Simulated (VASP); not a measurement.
## Be2ZnO3: single point with PBE

The system is Be2ZnO3.

```xyz
6
Lattice="4.9628 0.0000 0.0000 -2.4814 4.2979 0.0000 0.0000 0.0000 4.5740" Properties=species:S:1:pos:R:3 pbc="T T T"
Be    0.0000    2.8653    2.2870
Be    2.4814    1.4326    2.2870
Zn    0.0000    0.0000    2.2870
O     3.0709    0.0000    2.2870
O    -1.5354    2.6595    2.2870
O     0.9459    1.6384    2.2870
```

```json
{"Program": "VASP 6.6.1", "Task": "single point", "Functional": "PBE", "Potentials or basis": "VASP PAW PBE potentials, release 64 (Be, Zn, O)", "Cutoff": "520 eV", "k mesh": "6 × 6 × 6", "Occupations": "gaussian, width 0.02 eV", "Spin": "no spin polarisation"}
```

```yaml
Pressure: 0.3 GPa
Largest_force: 0.082 eV/Å
Band_gap_on_the_k_mesh: 3.66 eV, direct
```

Forces on the atoms (eV/Å):
```
Be   0.000  0.000  0.000
Be   0.000  0.000  0.000
Zn   0.000  0.000  0.000
O   -0.082  0.000  0.000
O    0.041 -0.071  0.000
O    0.041  0.071  0.000
```

Stress tensor (GPa, compression positive):
```
 0.44  0.00  0.00
 0.00  0.44  0.00
 0.00  0.00 -0.10
```

Levels at points of the mesh, in eV from the valence-band top:
| k point | band 15 | band 16 | band 17 | band 18 | band 19 | band 20 |
| --- | --- | --- | --- | --- | --- | --- |
| (0.00, 0.00, 0.00) | -0.11 | 0.00 | 0.00 | 3.66 | 8.61 | 8.94 |
| (0.50, 0.00, 0.00) | -0.98 | -0.30 | -0.19 | 5.60 | 6.45 | 8.70 |
| (0.00, 0.00, 0.50) | -0.11 | -0.09 | -0.09 | 5.54 | 6.00 | 7.87 |
| (0.50, 0.00, 0.50) | -1.03 | -0.31 | -0.30 | 6.10 | 7.15 | 7.67 |

It took 50 s on 1 thread of AMD EPYC 9R45 96-Core Processor (Zen 5), on a shared host, peak memory 0.22 GiB.

A k mesh can miss the band edges. Expect the measured gap to be larger: semilocal functionals such as PBE lack the derivative discontinuity.
